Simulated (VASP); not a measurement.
# MgS in VASP: settings compared

The runs below take MgS through single point, with r2SCAN, HSE06.

Everything below comes from runs of VASP 6.6.1. Logs are shortened: lines on timing, memory, paths and dates and some standing lists are left out, and cuts for length are marked.

## Step 1: The cell of the first run

It takes space group R-3m (No. 166, trigonal). Conventional cell: a = 3.679 Å, b = 3.679 Å, c = 8.562 Å, α = 90.00°, β = 90.00°, γ = 120.00°. Mg (site symmetry -3m) has 6 S at 2.56 Å within 3.4 Å. Within 3.4 Å of S (site symmetry -3m) lie 6 Mg at 2.56 Å.

## Step 2: Single point, r2SCAN (strain along [111] -5.0%)

Contents of POSCAR:

```
MgS
1.0
   -0.0865438300      2.5149741070      2.5149741070
    2.5149741070     -0.0865438300      2.5149741070
    2.5149741070      2.5149741070     -0.0865438300
Mg S
1 1
Direct
    0.0000000000      0.0000000000      0.0000000000
    0.5000000000      0.5000000000      0.5000000000
```

Contents of INCAR.step1:

```
PREC = Accurate ; ENCUT = 520
ISMEAR = 0 ; SIGMA = 0.01
LREAL = False ; LASPH = True
NELM = 80 ; NBANDS = 11
GGA = PE ; ALGO = Normal
EDIFF = 1E-4 ; LWAVE = True
LCHARG = False
```

Contents of INCAR.step2:

```
PREC = Accurate ; ENCUT = 520
EDIFF = 1E-6 ; ISMEAR = 0
SIGMA = 0.01 ; LREAL = False
LASPH = True ; NELM = 80
ALGO = Normal ; ISIF = 2
LWAVE = False ; LCHARG = False
METAGGA = R2SCAN ; LMIXTAU = True
NBANDS = 11 ; ISTART = 1
```

Contents of KPOINTS:

```
Automatic mesh
0
Gamma
  8 8 8
```

Potentials or basis: VASP PAW PBE potentials, release 64 (Mg, S).

The run is started by

```sh
> cat potpaw_PBE.64/Mg/POTCAR potpaw_PBE.64/S/POTCAR > POTCAR
> cp INCAR.step1 INCAR
> mpirun -np 1 vasp_std > vasp.out
> cp INCAR.step2 INCAR
> mpirun -np 1 vasp_std > vasp.out
```

OUTCAR:

```text
PREC = Accurate
   ENCUT = 520
   EDIFF = 1E-6
   ISMEAR = 0
   LREAL = False
   LASPH = True
   NELM = 80
   ISIF = 2
   METAGGA = R2SCAN
   ISTART = 1

 ion  position               nearest neighbor table
   1  0.000  0.000  0.000-   2 2.56   2 2.56   2 2.56   2 2.56   2 2.56   2 2.56
   2  0.500  0.500  0.500-   1 2.56   1 2.56   1 2.56   1 2.56   1 2.56   1 2.56

  LATTYP: Found a trigonal (rhomboedric) cell.
 ALAT       =     3.5577632513
 COS(alpha) =     0.4653130808

  Lattice vectors:

 A1 = (  -0.0865438300,   2.5149741070,   2.5149741070)
 A2 = (   2.5149741070,  -0.0865438300,   2.5149741070)
 A3 = (   2.5149741070,   2.5149741070,  -0.0865438300)

Analysis of symmetry for initial positions (statically):
=====================================================================
 Subroutine PRICEL returns:
 Original cell was already a primitive cell.

 Routine SETGRP: Setting up the symmetry group for a
 trigonal (rhombohedral) supercell.

 Subroutine GETGRP returns: Found 12 space group operations
 (whereof 12 operations were pure point group operations)
 out of a pool of 12 trial point group operations.

The static configuration has the point symmetry D_3d.

Analysis of symmetry for dynamics (positions and initial velocities):
=====================================================================
 Subroutine PRICEL returns:
 Original cell was already a primitive cell.

 Routine SETGRP: Setting up the symmetry group for a
 trigonal (rhombohedral) supercell.

 Subroutine GETGRP returns: Found 12 space group operations
 (whereof 12 operations were pure point group operations)
 out of a pool of 12 trial point group operations.

The dynamic configuration has the point symmetry D_3d.

 Subroutine INISYM returns: Found 12 space group operations
 (whereof 12 operations are pure point group operations),
 and found     1 'primitive' translations

----------------------------------------------------------------------------------------

                                     Primitive cell

  volume of cell :      33.4564

  direct lattice vectors                    reciprocal lattice vectors
    -0.086543830  2.514974107  2.514974107    -0.188830732  0.195560237  0.195560237
     2.514974107 -0.086543830  2.514974107     0.195560237 -0.188830732  0.195560237
     2.514974107  2.514974107 -0.086543830     0.195560237  0.195560237 -0.188830732

  length of vectors
     3.557763251  3.557763251  3.557763251     0.334880065  0.334880065  0.334880065

  position of ions in fractional coordinates (direct lattice)
     0.000000000  0.000000000  0.000000000
     0.500000000  0.500000000  0.500000000

  ion indices of the primitive-cell ions
   primitive index   ion index
                 1           1
                 2           2

----------------------------------------------------------------------------------------

 KPOINTS: Automatic mesh

Automatic generation of k-mesh.
 Grid dimensions read from file:
 generate k-points for:    8    8    8

 Generating k-lattice:

  Cartesian coordinates                     Fractional coordinates (reciprocal lattice)
    -0.023603841  0.024445030  0.024445030     0.125000000  0.000000000 -0.000000000
     0.024445030 -0.023603841  0.024445030     0.000000000  0.125000000 -0.000000000
     0.024445030  0.024445030 -0.023603841     0.000000000  0.000000000  0.125000000

  Length of vectors
     0.041860008  0.041860008  0.041860008

  Shift w.r.t. Gamma in fractional coordinates (k-lattice)
     0.000000000  0.000000000  0.000000000

 Subroutine IBZKPT returns following result:
 ===========================================

 Found     65 irreducible k-points:

 Following reciprocal coordinates:
            Coordinates               Weight
  0.000000  0.000000  0.000000      1.000000
  0.125000  0.000000  0.000000      6.000000
  0.250000  0.000000  0.000000      6.000000
  0.375000  0.000000  0.000000      6.000000
  0.500000  0.000000  0.000000      3.000000
  0.125000  0.125000  0.000000      6.000000
[... 16 lines left out ...]
  0.250000  0.125000  0.125000      6.000000
  0.375000  0.125000  0.125000      6.000000
 [... further k-points ...]
   k-points           NKPTS =     65   k-points in BZ     NKDIM =     65   number of bands    NBANDS=     11
   number of dos      NEDOS =    301   number of ions     NIONS =      2
   total plane-waves  NPLWV =  21952
   dimension x,y,z NGX =    28 NGY =   28 NGZ =   28
   dimension x,y,z NGXF=    56 NGYF=   56 NGZF=   56
   ions per type =               1   1
   NGX,Y,Z   is equivalent  to a cutoff of  13.08, 13.08, 13.08 a.u.
   NGXF,Y,Z  is equivalent  to a cutoff of  26.17, 26.17, 26.17 a.u.
 SYSTEM =  unknown system
   PREC   = accura    normal or accurate (medium, high low for compatibility)
   ISTART =      1    job   : 0-new  1-cont  2-samecut
   ICHARG =      0    charge: 1-file 2-atom 10-const
   ISPIN  =      1    spin polarized calculation?
   LNONCOLLINEAR =      F non collinear calculations
   LSORBIT =      F    spin-orbit coupling
   LASPH  =      T    aspherical Exc in radial PAW
   ENCUT  =  520.0 eV  38.22 Ry    6.18 a.u.   6.62  6.62  6.62*2*pi/ulx,y,z
   NELM   =     80;   NELMIN=  2; NELMDL=  0     # of ELM steps
   EDIFF  = 0.1E-05   stopping-criterion for ELM
   LREAL  =      F    real-space projection
   EDIFFG = 0.1E-04   stopping-criterion for IOM
   NSW    =      0    number of steps for IOM
   IBRION =     -1    ionic relax: 0-MD 1-quasi-New 2-CG
   NFREE  =      0    steps in history (QN), initial steepest desc. (CG)
   ISIF   =      2    stress and relaxation
   ISYM   =      2    0-nonsym 1-usesym 2-fastsym
   POTIM  = 0.5000    time-step for ionic-motion
   TEBEG  =    0.0;   TEEND  =   0.0 temperature during run
   PSTRESS=    0.0 pullay stress
   NELECT =       8.0000    total number of electrons
   NUPDOWN=      -1.0000    fix difference up-down
   EMIN   =  10.00;   EMAX   =-10.00  energy-range for DOS
   EFERMI =   0.00;   METHOD = LEGACY
   ISMEAR =     0;   SIGMA  =   0.01  broadening in eV -4-tet -1-fermi 0-gaus
   EFERMI_NEDOS =   21; number of points for ismear=-14 and -15
   IALGO  =     38    algorithm
   IMIX   =      4    mixing-type and parameters
     AMIX     =   0.40;   BMIX     =  1.00
     AMIX_MAG =   1.60;   BMIX_MAG =  1.00
  volume/ion in A,a.u.               =      16.73       112.89
  Fermi-wavevector in a.u.,A,eV,Ry     =   1.016120  1.920188 14.048007  1.032499
  Thomas-Fermi vector in A             =   2.149445
   LORBIT       =      0    0 simple, 1 ext, 2 COOP (PROOUT), +10 PAW based schemes
   METAGGA = R2SCAN    functional components
   LHFCALC =     F    Hartree Fock is set to
   AEXX    =    0.0000 exact exchange contribution
   IVDW    =     0    specifies the selected vdW correction
   LEPSILON=     F    determine dielectric tensor
   LRPA    =     F    only Hartree local field effects (RPA)
 non-spin polarized calculation
 Gauss-broadening in eV      SIGMA  =   0.01
  energy-cutoff  :      520.00
  volume of cell :       33.46
 maximum number of plane-waves:       913
 NGX is ok and might be reduce to    28
   NGX = 13   NGY = 13   NGZ = 13

 number of electron       7.9999999 magnetization

 Free energy of the ion-electron system (eV)
  ---------------------------------------------------
  ext. energy  EPLUGINS =         0.00000000
  ---------------------------------------------------
  free energy    TOTEN  =       -15.46928953 eV

  energy without entropy =      -15.46928953  energy(sigma->0) =      -15.46928953

 E-fermi :   4.3569     XC(G=0): -10.3199

 val. band max:        4.2895196809   @ k =   0.0000   0.0000   0.0000
 cond. band min:       7.4479525857   @ k =   0.5000   0.5000   0.0000
 fundamental gap:      3.1584329048
 Fermi energy:         4.3568959175

 k-point     1 :       0.0000    0.0000    0.0000
  band No.  band energies     occupation
      1      -9.5266      2.00000
      2       3.8107      2.00000
      3       3.8107      2.00000
      4       4.2895      2.00000
      5       8.9591      0.00000
      6      12.1624      0.00000
      7      12.1624      0.00000
      8      13.1637      0.00000
      9      14.9916      0.00000
     10      14.9916      0.00000
     11      17.5747      0.00000

 k-point     2 :       0.1250    0.0000    0.0000
  band No.  band energies     occupation
      1      -9.3632      2.00000
      2       2.8040      2.00000
      3       3.7135      2.00000
      4       4.1201      2.00000
      5       9.7146      0.00000
      6      12.0820      0.00000
      7      12.4662      0.00000
      8      13.3094      0.00000
      9      14.3547      0.00000
     10      14.5949      0.00000
     11      18.2398      0.00000

 k-point     3 :       0.2500    0.0000    0.0000
  band No.  band energies     occupation
      1      -8.9200      2.00000
      2       0.9418      2.00000
      3       3.5006      2.00000
      4       3.8436      2.00000
      5       9.9107      0.00000
      6      12.3393      0.00000
      7      12.8304      0.00000
      8      13.2288      0.00000
      9      14.6829      0.00000
     10      15.5394      0.00000
     11      17.4369      0.00000

 k-point     4 :       0.3750    0.0000    0.0000
  band No.  band energies     occupation
      1      -8.3760      2.00000
      2      -0.6217      2.00000
      3       3.3128      2.00000
      4       3.6075      2.00000
      5       9.5234      0.00000
      6      11.6976      0.00000
      7      12.1964      0.00000
      8      15.1738      0.00000
      9      16.6314      0.00000
     10      16.8678      0.00000
     11      17.7679      0.00000

 k-point     5 :       0.5000    0.0000    0.0000
  band No.  band energies     occupation
      1      -8.1041      2.00000
      2      -1.2525      2.00000
      3       3.2410      2.00000
      4       3.5177      2.00000
      5       9.3613      0.00000
      6      11.4443      0.00000
      7      11.9643      0.00000
      8      15.8132      0.00000
      9      17.3881      0.00000
     10      18.6922      0.00000
     11      19.4590      0.00000
[... 211 lines left out ...]
 k-point    21 :       0.5000    0.5000    0.0000
  band No.  band energies     occupation
      1      -7.6231      2.00000
      2      -0.5833      2.00000
      3       1.8881      2.00000
      4       2.3650      2.00000
      5       7.4480      0.00000
      6       8.8035      0.00000
      7      17.4403      0.00000
      8      17.5438      0.00000
      9      18.9586      0.00000
     10      19.3352      0.00000
     11      20.6503      0.00000

 k-point    22 :       0.1250    0.1250    0.1250
  band No.  band energies     occupation
      1      -9.3425      2.00000
      2       3.2303      2.00000
      3       3.6739      2.00000
      4       3.6739      2.00000
      5       9.5805      0.00000
      6      12.4864      0.00000
      7      12.4864      0.00000
      8      12.7702      0.00000
      9      14.3116      0.00000
     10      14.3116      0.00000
     11      17.9129      0.00000

 k-point    23 :       0.2500    0.1250    0.1250
  band No.  band energies     occupation
      1      -9.0732      2.00000
      2       2.0085      2.00000
      3       3.2833      2.00000
      4       3.6912      2.00000
      5      10.3716      0.00000
      6      11.8071      0.00000
      7      12.8511      0.00000
      8      13.0025      0.00000
      9      13.0745      0.00000
     10      15.7933      0.00000
     11      18.8982      0.00000

 k-point    24 :       0.3750    0.1250    0.1250
  band No.  band energies     occupation
      1      -8.5830      2.00000
      2       0.3733      2.00000
      3       2.9021      2.00000
      4       3.4756      2.00000
      5      10.5233      0.00000
      6      12.0967      0.00000
      7      12.2314      0.00000
      8      12.8051      0.00000
      9      14.1852      0.00000
     10      18.3517      0.00000
     11      18.7398      0.00000

 [... further k-points ...]

------------------------ aborting loop because EDIFF is reached ----------------------------------------

  FORCE on cell =-STRESS in cart. coord.  units (eV):
  Direction    XX          YY          ZZ          XY          YZ          ZX
  --------------------------------------------------------------------------------------
  -------------------------------------------------------------------------------------
  Total        0.8537571      0.8537571      0.8537571      0.4280518      0.4280518      0.4280518
  in kB       40.8851070     40.8851070     40.8851070     20.4987402     20.4987402     20.4987402
  external PRESSURE =      40.8851070 kB  Pullay stress =       0.0000000 kB

 VOLUME and BASIS-vectors are now :
 -----------------------------------------------------------------------------
  energy-cutoff  :      520.00
  volume of cell :       33.46
      direct lattice vectors                 reciprocal lattice vectors
    -0.086543830  2.514974107  2.514974107    -0.188830732  0.195560237  0.195560237
     2.514974107 -0.086543830  2.514974107     0.195560237 -0.188830732  0.195560237
     2.514974107  2.514974107 -0.086543830     0.195560237  0.195560237 -0.188830732

 POSITION                                       TOTAL-FORCE (eV/Angst)
 -----------------------------------------------------------------------------------
      0.00000      0.00000      0.00000        -0.000000     -0.000000     -0.000000
      2.47170      2.47170      2.47170         0.000000      0.000000      0.000000
 -----------------------------------------------------------------------------------
    total drift:                                0.000000      0.000000      0.000000

  FREE ENERGIE OF THE ION-ELECTRON SYSTEM (eV)
  ---------------------------------------------------
  free  energy   TOTEN  =       -15.4692895328 eV

  energy  without entropy=      -15.4692895328  energy(sigma->0) =      -15.46928953
```

It took 35 s on 1 thread of Intel Xeon 6975P-C (Granite Rapids), shared host; peak memory 0.17 GiB.

What came out:

- Free energy: -15.4693 eV
- Pressure: 4.1 GPa
- Band gap on the k mesh: 3.16 eV, indirect (least direct gap 4.67 eV)

Caveat: the cell differs from its parent crystal (strain along [111] -5.0%); the PAW data sets were made with another functional, which shifts forces and pressure a little. A k mesh can miss the band edges.

(Part 1 of 2 ends here.)
